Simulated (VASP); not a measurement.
A run of VASP 6.6.1 is set up as follows.

Contents of INCAR:

```
SYSTEM = InSb
ALGO = Normal
EDIFF = 1E-6
EDIFFG = -0.002
ENCUT = 600
IBRION = 2
ISIF = 3
ISMEAR = -1
LASPH = .TRUE.
LCHARG = .FALSE.
LREAL = .FALSE.
LWAVE = .FALSE.
NELM = 60
NSW = 100
PREC = Accurate
SIGMA = 0.05
```

The input KPOINTS:

```
k-points
0
G
  12 12 12
  0 0 0
```

POSCAR

```
InSb
1.0
    0.0000000000      3.2391000000      3.2391000000
    3.2391000000      0.0000000000      3.2391000000
    3.2391000000      3.2391000000      0.0000000000
In Sb
1 1
Direct
    0.0000000000      0.0000000000      0.0000000000
    0.7500000000      0.7500000000      0.7500000000
```

Potentials or basis: VASP PAW LDA potentials, release 64 (In_d, Sb).

Run with:

```bash
$ cat potpaw_LDA.64/In_d/POTCAR potpaw_LDA.64/Sb/POTCAR > POTCAR
$ mpirun -np 1 vasp_std > vasp.out
```

Q: What does it give for the relaxed volume?

A: 33.62 Å³/atom.

Q: What does it give for the band gap on the k mesh?

A: Zero (filled and empty bands touch).

Final structure:
```
In Sb
1.0
     0.00000    3.22741    3.22741
     3.22741    0.00000    3.22741
     3.22741    3.22741    0.00000
In Sb
1 1
Direct
  0.00000 0.00000 0.00000
  0.75000 0.75000 0.75000
```

Caveat: semilocal functionals underestimate gaps, and a narrow one can read as zero; spin-orbit coupling is left out, which moves the levels of the heavy elements. Zero-point motion and thermal expansion aren't in these numbers.
